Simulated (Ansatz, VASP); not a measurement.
## Pd: VASP beside Ansatz

```
Pd
1.0
     0.00000    1.97387    1.97387
     1.97387    0.00000    1.97387
     1.97387    1.97387    0.00000
Pd
1
Cartesian
  0.0000 0.0000 0.0000
```

Alike in both runs: functional PBE; k mesh 8 × 8 × 8; occupations gaussian, width 0.1 eV; no spin polarisation.

Ansatz relaxed the structure, and its values are those at the end. VASP's run is a single point on that final structure, the one shown.

|  | VASP | Ansatz |
| --- | --- | --- |
| version | VASP 6.6.1 | Ansatz 0.2.0 |
| potentials or method | VASP PAW PBE potentials, release 64 (Pd), cutoff 500 eV | scalar-relativistic, plane waves, PAW |
| valence electrons in the cell | 10 | 18 |

VASP gave:

```
gap on the k mesh at the Fermi level (eV) : none
pressure (GPa)                            : -0.1
```

**Question.** Estimate Ansatz's values.

**Answer.** gap on the k mesh at the Fermi level (eV): none; pressure (GPa): 0.0.

A gap of «none» marks a metal or a gap that the smearing closes. The functional is the same, so the differences come from potentials, cutoffs and numerics. VASP's potentials hold 10 valence electrons a cell and Ansatz's 18, so a difference there can come from the potentials and not from the codes.
